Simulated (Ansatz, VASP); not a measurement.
Two plane-wave programs on BP2

```
B P
1.0
     4.08878    0.00000    0.00000
    -2.04439    3.54099    0.00000
     0.00000    0.00000    2.49715
B P
1 2
Direct
  0.00000 0.00000 0.00000
  0.33333 0.66667 0.50000
  0.66667 0.33333 0.50000
```

Change from the starting cell: species swapped into the HfB2 type (P6/mmm, No. 191).

Alike in both runs: functional PBE; k mesh 6 × 6 × 5; occupations gaussian, width 0.2 eV; no spin polarisation.

Ansatz relaxed the structure, and its values are those at the end. VASP's run is a single point on that final structure, the one shown.

|  | VASP | Ansatz |
| --- | --- | --- |
| version | VASP 6.6.1 | Ansatz 0.2.0 |
| potentials or method | VASP PAW PBE potentials, release 64 (B, P), cutoff 500 eV | scalar-relativistic, plane waves, PAW |
| valence electrons in the cell | 13 | 13 |

|  | VASP | Ansatz | Ansatz less VASP |
| --- | --- | --- | --- |
| gap on the k mesh at the Fermi level (eV) | none | none | - |
| pressure (GPa) | -0.2 | 0.1 | +0.23 |

A gap of «none» marks a metal or a gap that the smearing closes.

The k mesh is coarse, so the values compare programs but aren't converged.
